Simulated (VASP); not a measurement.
# Zr (P6_3/mmc) in VASP: notebook

Runs on Zr. Level: LDA. Tasks: single point.

Program: VASP 6.6.1. These are calculated values, not measurements. Logs are shortened: lines on timing, memory, paths and dates and some standing lists are left out, and cuts for length are marked.

## 1. The cell of the first run

The structure is hexagonal, space group P6_3/mmc (No. 194). Conventional cell: a = 3.144 Å, b = 3.144 Å, c = 5.089 Å, α = 90.00°, β = 90.00°, γ = 120.00°. Zr (site symmetry -6m2) has 12 Zr at 3.13 to 3.14 Å within 4.1 Å.

## 2. Single point, LDA

File INCAR:

```
  PREC = Accurate
  ENCUT = 520
  EDIFF = 1E-6
  ISMEAR = 1
  SIGMA = 0.1
  LREAL = F
  LASPH = T
  NELM = 80
  ALGO = Normal
  ISIF = 2
  LWAVE = F
  LCHARG = F
  NBANDS = 19
```

File KPOINTS:

```
regular mesh
0
Gamma
  12 12 6
```

File POSCAR:

```
Zr
1.0
    3.1439658570      0.0000000000      0.0000000000
   -1.5719829285      2.7227543008      0.0000000000
    0.0000000000      0.0000000000      5.0894642375
Zr
2
Direct
    0.3333333333      0.6666666667      0.2500000000
    0.6666666667      0.3333333333      0.7500000000
```

Potentials or basis: VASP PAW LDA potentials, release 64 (Zr_sv).

Run with:

```bash
> cat potpaw_LDA.64/Zr_sv/POTCAR > POTCAR
> mpirun -np 1 vasp_std > vasp.out
```

OUTCAR:

```text
PREC = Accurate
   ENCUT = 520
   EDIFF = 1E-6
   ISMEAR = 1
   LREAL = F
   LASPH = T
   NELM = 80
   ISIF = 2

 ion  position               nearest neighbor table
   1  0.333  0.667  0.250-   2 3.13   2 3.13   2 3.13   2 3.13   2 3.13   2 3.13
   2  0.667  0.333  0.750-   1 3.13   1 3.13   1 3.13   1 3.13   1 3.13   1 3.13

  LATTYP: Found a hexagonal cell.
 ALAT       =     3.1439658570
 C/A-ratio  =     1.6188039149

  Lattice vectors:

 A1 = (   3.1439658570,   0.0000000000,   0.0000000000)
 A2 = (  -1.5719829285,   2.7227543008,   0.0000000000)
 A3 = (   0.0000000000,   0.0000000000,   5.0894642375)

Analysis of symmetry for initial positions (statically):
=====================================================================
 Subroutine PRICEL returns:
 Original cell was already a primitive cell.

 Routine SETGRP: Setting up the symmetry group for a
 hexagonal supercell.

 Subroutine GETGRP returns: Found 24 space group operations
 (whereof 12 operations were pure point group operations)
 out of a pool of 24 trial point group operations.

The static configuration has the point symmetry D_3d.
 The point group associated with its full space group is D_6h.

Analysis of symmetry for dynamics (positions and initial velocities):
=====================================================================
 Subroutine PRICEL returns:
 Original cell was already a primitive cell.

 Routine SETGRP: Setting up the symmetry group for a
 hexagonal supercell.

 Subroutine GETGRP returns: Found 24 space group operations
 (whereof 12 operations were pure point group operations)
 out of a pool of 24 trial point group operations.

The dynamic configuration has the point symmetry D_3d.
 The point group associated with its full space group is D_6h.

 Subroutine INISYM returns: Found 24 space group operations
 (whereof 12 operations are pure point group operations),
 and found     1 'primitive' translations

----------------------------------------------------------------------------------------

                                     Primitive cell

  volume of cell :      43.5671

  direct lattice vectors                    reciprocal lattice vectors
     3.143965857  0.000000000  0.000000000     0.318069612  0.183637576  0.000000000
    -1.571982928  2.722754301  0.000000000     0.000000000  0.367275152  0.000000000
     0.000000000  0.000000000  5.089464237     0.000000000  0.000000000  0.196484336

  length of vectors
     3.143965857  3.143965857  5.089464237     0.367275152  0.367275152  0.196484336

  position of ions in fractional coordinates (direct lattice)
     0.333333333  0.666666667  0.250000000
     0.666666667  0.333333333  0.750000000

  ion indices of the primitive-cell ions
   primitive index   ion index
                 1           1
                 2           2

----------------------------------------------------------------------------------------

 KPOINTS: regular mesh

Automatic generation of k-mesh.
 Grid dimensions read from file:
 generate k-points for:   12   12    6

 Generating k-lattice:

  Cartesian coordinates                     Fractional coordinates (reciprocal lattice)
     0.026505801  0.015303131  0.000000000     0.083333333  0.000000000  0.000000000
     0.000000000  0.030606263  0.000000000     0.000000000  0.083333333  0.000000000
     0.000000000  0.000000000  0.032747389     0.000000000  0.000000000  0.166666667

  Length of vectors
     0.030606263  0.030606263  0.032747389

  Shift w.r.t. Gamma in fractional coordinates (k-lattice)
     0.000000000  0.000000000  0.000000000

 Subroutine IBZKPT returns following result:
 ===========================================

 Found     76 irreducible k-points:

 Following reciprocal coordinates:
            Coordinates               Weight
  0.000000  0.000000  0.000000      1.000000
  0.083333  0.000000  0.000000      6.000000
  0.166667  0.000000  0.000000      6.000000
  0.250000  0.000000  0.000000      6.000000
  0.333333  0.000000  0.000000      6.000000
  0.416667  0.000000  0.000000      6.000000
[... 16 lines left out ...]
  0.250000  0.000000  0.166667     12.000000
  0.333333  0.000000  0.166667     12.000000
 [... further k-points ...]
   k-points           NKPTS =     76   k-points in BZ     NKDIM =     76   number of bands    NBANDS=     19
   number of dos      NEDOS =    301   number of ions     NIONS =      2
   total plane-waves  NPLWV =  23040
   dimension x,y,z NGX =    24 NGY =   24 NGZ =   40
   dimension x,y,z NGXF=    48 NGYF=   48 NGZF=   80
   ions per type =               2
   NGX,Y,Z   is equivalent  to a cutoff of  12.69, 12.69, 13.07 a.u.
   NGXF,Y,Z  is equivalent  to a cutoff of  25.38, 25.38, 26.13 a.u.
 SYSTEM =  unknown system
   PREC   = accura    normal or accurate (medium, high low for compatibility)
   ISTART =      0    job   : 0-new  1-cont  2-samecut
   ICHARG =      2    charge: 1-file 2-atom 10-const
   ISPIN  =      1    spin polarized calculation?
   LNONCOLLINEAR =      F non collinear calculations
   LSORBIT =      F    spin-orbit coupling
   LASPH  =      T    aspherical Exc in radial PAW
   ENCUT  =  520.0 eV  38.22 Ry    6.18 a.u.   5.85  5.85  9.46*2*pi/ulx,y,z
   NELM   =     80;   NELMIN=  2; NELMDL= -5     # of ELM steps
   EDIFF  = 0.1E-05   stopping-criterion for ELM
   LREAL  =      F    real-space projection
   EDIFFG = 0.1E-04   stopping-criterion for IOM
   NSW    =      0    number of steps for IOM
   IBRION =     -1    ionic relax: 0-MD 1-quasi-New 2-CG
   NFREE  =      0    steps in history (QN), initial steepest desc. (CG)
   ISIF   =      2    stress and relaxation
   ISYM   =      2    0-nonsym 1-usesym 2-fastsym
   POTIM  = 0.5000    time-step for ionic-motion
   TEBEG  =    0.0;   TEEND  =   0.0 temperature during run
   PSTRESS=    0.0 pullay stress
   NELECT =      24.0000    total number of electrons
   NUPDOWN=      -1.0000    fix difference up-down
   EMIN   =  10.00;   EMAX   =-10.00  energy-range for DOS
   EFERMI =   0.00;   METHOD = LEGACY
   ISMEAR =     1;   SIGMA  =   0.10  broadening in eV -4-tet -1-fermi 0-gaus
   EFERMI_NEDOS =   21; number of points for ismear=-14 and -15
   IALGO  =     38    algorithm
   IMIX   =      4    mixing-type and parameters
     AMIX     =   0.40;   BMIX     =  1.00
     AMIX_MAG =   1.60;   BMIX_MAG =  1.00
  volume/ion in A,a.u.               =      21.78       147.00
  Fermi-wavevector in a.u.,A,eV,Ry     =   1.342020  2.536051 24.504349  1.801019
  Thomas-Fermi vector in A             =   2.470208
   LORBIT       =      0    0 simple, 1 ext, 2 COOP (PROOUT), +10 PAW based schemes
   GGA     = CA    functional components
   LHFCALC =     F    Hartree Fock is set to
   AEXX    =    0.0000 exact exchange contribution
   IVDW    =     0    specifies the selected vdW correction
   LEPSILON=     F    determine dielectric tensor
   LRPA    =     F    only Hartree local field effects (RPA)
 non-spin polarized calculation
 Methfessel and Paxton  Order N= 1 SIGMA  =   0.10
  energy-cutoff  :      520.00
  volume of cell :       43.57
 maximum number of plane-waves:      1194
 NGX is ok and might be reduce to    24
   NGX = 11   NGY = 11   NGZ = 19

 number of electron      23.9999999 magnetization

 Free energy of the ion-electron system (eV)
  ---------------------------------------------------
  ext. energy  EPLUGINS =         0.00000000
  ---------------------------------------------------
  free energy    TOTEN  =       -18.57829100 eV

  energy without entropy =      -18.57927508  energy(sigma->0) =      -18.57861902

 E-fermi :   9.5574     XC(G=0): -11.6008

 val. band max:        9.5499736170   @ k =   0.2500   0.2500   0.5000
 cond. band min:       9.5866794671   @ k =   0.3333   0.2500   0.5000
 fundamental gap:      0.0367058501
 Fermi energy:         9.5574206436

 k-point     1 :       0.0000    0.0000    0.0000
  band No.  band energies     occupation
      1     -38.8885      2.00000
      2     -38.6923      2.00000
      3     -17.6754      2.00000
      4     -16.5849      2.00000
      5     -16.5849      2.00000
      6     -16.4514      2.00000
[... 11 lines left out ...]
     18      11.8908      0.00000
     19      14.3037      0.00000

 k-point     2 :       0.0833    0.0000    0.0000
  band No.  band energies     occupation
      1     -38.8775      2.00000
      2     -38.6872      2.00000
      3     -17.6490      2.00000
      4     -16.6478      2.00000
      5     -16.6048      2.00000
      6     -16.4883      2.00000
[... 11 lines left out ...]
     18      11.7040      0.00000
     19      14.4393      0.00000

 k-point     3 :       0.1667    0.0000    0.0000
  band No.  band energies     occupation
      1     -38.8471      2.00000
      2     -38.6737      2.00000
      3     -17.5732      2.00000
      4     -16.8187      2.00000
      5     -16.6598      2.00000
      6     -16.6570      2.00000
[... 11 lines left out ...]
     18      11.8744      0.00000
     19      14.7119      0.00000

 k-point     4 :       0.2500    0.0000    0.0000
  band No.  band energies     occupation
      1     -38.8036      2.00000
      2     -38.6569      2.00000
      3     -17.4588      2.00000
      4     -17.0503      2.00000
      5     -16.8826      2.00000
      6     -16.7249      2.00000
[... 11 lines left out ...]
     18      12.7282      0.00000
     19      14.9518      0.00000

 k-point     5 :       0.3333    0.0000    0.0000
  band No.  band energies     occupation
      1     -38.7566      2.00000
      2     -38.6431      2.00000
      3     -17.3234      2.00000
      4     -17.2789      2.00000
      5     -17.0944      2.00000
      6     -16.7898      2.00000
[... 11 lines left out ...]
     18      13.7701      0.00000
     19      15.1034      0.00000

 k-point     6 :       0.4167    0.0000    0.0000
  band No.  band energies     occupation
      1     -38.7176      2.00000
      2     -38.6373      2.00000
      3     -17.4436      2.00000
      4     -17.2439      2.00000
      5     -17.1967      2.00000
      6     -16.8360      2.00000
[... 11 lines left out ...]
     18      14.7924      0.00000
     19      15.1775      0.00000

 k-point     7 :       0.5000    0.0000    0.0000
  band No.  band energies     occupation
      1     -38.7012      2.00000
      2     -38.6372      2.00000
      3     -17.5033      2.00000
      4     -17.2976      2.00000
      5     -17.1367      2.00000
      6     -16.8526      2.00000
[... 11 lines left out ...]
     18      15.3463      0.00000
     19      16.3027      0.00000

 k-point     8 :       0.0833    0.0833    0.0000
  band No.  band energies     occupation
      1     -38.8569      2.00000
      2     -38.6779      2.00000
      3     -17.5979      2.00000
      4     -16.7520      2.00000
      5     -16.6764      2.00000
      6     -16.5745      2.00000
[... 256 lines left out ...]
 k-point    20 :       0.0000    0.0000    0.1667
  band No.  band energies     occupation
      1     -38.8756      2.00000
      2     -38.7057      2.00000
      3     -17.5991      2.00000
      4     -16.5743      2.00000
      5     -16.5743      2.00000
      6     -16.5400      2.00000
[... 11 lines left out ...]
     18      12.2312      0.00000
     19      14.3562      0.00000

 k-point    21 :       0.0833    0.0000    0.1667
  band No.  band energies     occupation
      1     -38.8650      2.00000
      2     -38.7002      2.00000
      3     -17.5768      2.00000
      4     -16.6353      2.00000
      5     -16.5934      2.00000
      6     -16.5773      2.00000
[... 11 lines left out ...]
     18      12.1062      0.00000
     19      14.4568      0.00000

 k-point    22 :       0.1667    0.0000    0.1667
  band No.  band energies     occupation
      1     -38.8357      2.00000
      2     -38.6856      2.00000
      3     -17.5153      2.00000
      4     -16.8009      2.00000
      5     -16.7209      2.00000
      6     -16.6439      2.00000
[... 11 lines left out ...]
     18      12.0570      0.00000
     19      14.6503      0.00000

 k-point    23 :       0.2500    0.0000    0.1667
  band No.  band energies     occupation
      1     -38.7939      2.00000
      2     -38.6669      2.00000
      3     -17.4354      2.00000
      4     -17.0160      2.00000
      5     -16.9275      2.00000
      6     -16.7097      2.00000
[... 11 lines left out ...]
     18      12.6395      0.00000
     19      14.8107      0.00000

 k-point    24 :       0.3333    0.0000    0.1667
  band No.  band energies     occupation
      1     -38.7490      2.00000
      2     -38.6508      2.00000
      3     -17.4120      2.00000
      4     -17.1889      2.00000
      5     -17.0932      2.00000
      6     -16.7729      2.00000
[... 11 lines left out ...]
     18      13.5838      0.00000
     19      14.9353      0.00000

 [... further k-points ...]

------------------------ aborting loop because EDIFF is reached ----------------------------------------

  FORCE on cell =-STRESS in cart. coord.  units (eV):
  Direction    XX          YY          ZZ          XY          YZ          ZX
  --------------------------------------------------------------------------------------
  -------------------------------------------------------------------------------------
  Total        0.1083919      0.1083919     -0.1019881      0.0000000      0.0000000      0.0000000
  in kB        3.9861094      3.9861094     -3.7506085      0.0000000      0.0000000      0.0000000
  external PRESSURE =       1.4072034 kB  Pullay stress =       0.0000000 kB

 VOLUME and BASIS-vectors are now :
 -----------------------------------------------------------------------------
  energy-cutoff  :      520.00
  volume of cell :       43.57
      direct lattice vectors                 reciprocal lattice vectors
     3.143965857  0.000000000  0.000000000     0.318069612  0.183637576  0.000000000
    -1.571982928  2.722754301  0.000000000     0.000000000  0.367275152  0.000000000
     0.000000000  0.000000000  5.089464237     0.000000000  0.000000000  0.196484336

 POSITION                                       TOTAL-FORCE (eV/Angst)
 -----------------------------------------------------------------------------------
     -0.00000      1.81517      1.27237        -0.000000      0.000000      0.000000
      1.57198      0.90758      3.81710         0.000000     -0.000000      0.000000
 -----------------------------------------------------------------------------------
    total drift:                                0.000000     -0.000000      0.000000

  FREE ENERGIE OF THE ION-ELECTRON SYSTEM (eV)
  ---------------------------------------------------
  free  energy   TOTEN  =       -18.5782909966 eV

  energy  without entropy=      -18.5792750809  energy(sigma->0) =      -18.57861902
```

Wall time 40 s (1 thread of AMD EPYC 9R45 (Zen 5), shared host); peak memory 0.14 GiB.

What came out:

```yaml
Free_energy: -18.5783 eV
Pressure: 0.1 GPa
Band_gap_on_the_k_mesh: zero (band 12 reaches 10.50 eV, above the bottom of band 13 at 9.34 eV)
```

Stress tensor (GPa, compression positive):
```
 0.40  0.00  0.00
 0.00  0.40  0.00
 0.00  0.00 -0.38
```

## 3. Single point, LDA

File INCAR:

```
ALGO     = Normal         # electronic algorithm
EDIFF    = 1E-7           # SCF threshold, eV
ENCUT    = 520            # plane-wave cutoff, eV
GGA      = CA             # functional
ISIF     = 2              # what is computed and relaxed
ISMEAR   = 1              # smearing method
LASPH    = T              # aspherical terms in the spheres
LCHARG   = T              # write CHGCAR
LELF     = T              # ELF
LREAL    = F              # projectors in reciprocal space
LVHAR    = T            
LWAVE    = F              # write WAVECAR
NBANDS   = 19             # bands
NELM     = 80             # most SCF steps
PREC     = Accurate       # precision mode
SIGMA    = 0.2            # smearing width, eV
```

File KPOINTS:

```
k-points
0
Gamma
  12 12 6
```

POSCAR is that of step 2.

Potentials or basis: VASP PAW LDA potentials, release 64 (Zr_sv).

Run with:

```bash
> cat potpaw_LDA.64/Zr_sv/POTCAR > POTCAR
> mpirun -np 1 vasp_std > vasp.out
```

Wall time 46 s (1 thread of AMD EPYC 9R45 (Zen 5), shared host); peak memory 0.14 GiB.

Results (log left out):

* Free energy: -18.5786 eV
* Pressure: 0.1 GPa
* Band gap on the k mesh: zero (band 12 reaches 10.50 eV, above the bottom of band 13 at 9.34 eV)

Stress tensor (GPa, compression positive):
```
 0.32  0.00  0.00
 0.00  0.32  0.00
 0.00  0.00 -0.21
```

Levels at points of the mesh, in eV from the Fermi level:
```tsv
k point	band 10	band 11	band 12	band 13	band 14	band 15
(0.00, 0.00, 0.00)	-3.22	0.86	0.87	0.87	1.40	1.59
(0.50, 0.00, 0.00)	-2.60	-2.36	0.06	0.59	0.76	1.49
(0.00, 0.00, 0.50)	-3.98	-0.03	-0.03	0.80	0.80	0.80
(0.50, 0.00, 0.50)	-3.07	-1.24	-1.24	1.97	1.97	2.38
```

## 4. Single point, LDA

File INCAR:

```
SYSTEM = Zr
  ALGO = Normal
  EDIFF = 1E-6
  ENCUT = 520
  GGA = CA
  ISIF = 2
  ISMEAR = 1
  LASPH = .TRUE.
  LCHARG = .FALSE.
  LREAL = .FALSE.
  LWAVE = .FALSE.
  NBANDS = 19
  NELM = 100
  PREC = Accurate
  SIGMA = 0.3
```

File KPOINTS:

```
k-points
0
G
  12 12 6
  0 0 0
```

POSCAR is that of step 3.

Run with:

```bash
> cat potpaw_LDA.64/Zr_sv/POTCAR > POTCAR
> mpirun -np 1 vasp_std > vasp.out
```

Wall time 43 s (1 thread of AMD EPYC 9R45 (Zen 5), shared host); peak memory 0.14 GiB.

The run converged. Its results:

```
Free energy            : -18.5796 eV
Pressure               : 0.1 GPa
Band gap on the k mesh : zero (band 12 reaches 10.50 eV, above the bottom of band 13 at 9.34 eV)
```

Stress tensor (GPa, compression positive):
```
 0.18  0.00  0.00
 0.00  0.18  0.00
 0.00  0.00 -0.14
```

Levels at points of the mesh, in eV from the Fermi level:
| k point | band 10 | band 11 | band 12 | band 13 | band 14 | band 15 |
| --- | --- | --- | --- | --- | --- | --- |
| (0.00, 0.00, 0.00) | -3.21 | 0.88 | 0.88 | 0.88 | 1.41 | 1.60 |
| (0.50, 0.00, 0.00) | -2.58 | -2.35 | 0.07 | 0.60 | 0.78 | 1.50 |
| (0.00, 0.00, 0.50) | -3.97 | -0.02 | -0.02 | 0.81 | 0.81 | 0.81 |
| (0.50, 0.00, 0.50) | -3.06 | -1.23 | -1.23 | 1.98 | 1.98 | 2.39 |

## 5. Single point, LDA

File INCAR:

```
SYSTEM = Zr
PREC = Accurate
ENCUT = 520
EDIFF = 1E-6
ISMEAR = 1
SIGMA = 0.6
LREAL = .False.
LASPH = .True.
NELM = 100
ALGO = Normal
ISIF = 2
LWAVE = .False.
LCHARG = .False.
NBANDS = 19
```

File KPOINTS:

```
regular mesh
0
Gamma
  12 12 6
  0 0 0
```

POSCAR is that of step 4.

Run with:

```bash
> cat potpaw_LDA.64/Zr_sv/POTCAR > POTCAR
> mpirun -np 1 vasp_std > vasp.out
```

It took 54 s on 1 thread of AMD EPYC 9R45 (Zen 5), shared host; peak memory 0.14 GiB.

It converged, with:

```
Free energy            : -18.5666 eV
Pressure               : -0.2 GPa
Band gap on the k mesh : zero (band 12 reaches 10.50 eV, above the bottom of band 13 at 9.34 eV)
```

Stress tensor (GPa, compression positive):
```
-0.26  0.00  0.00
 0.00 -0.26  0.00
 0.00  0.00  0.05
```

Levels at points of the mesh, in eV from the Fermi level:
```tsv
k point	band 9	band 10	band 11	band 12	band 13	band 14	band 15	band 16
(0.00, 0.00, 0.00)	-5.67	-3.15	0.93	0.93	0.93	1.47	1.65	1.65
(0.50, 0.00, 0.00)	-2.75	-2.53	-2.30	0.12	0.65	0.83	1.55	5.44
(0.00, 0.00, 0.50)	-3.92	-3.92	0.04	0.04	0.86	0.86	0.86	0.86
(0.50, 0.00, 0.50)	-3.01	-3.01	-1.18	-1.18	2.03	2.03	2.44	2.44
```

(Continued in part 2 of 2.)
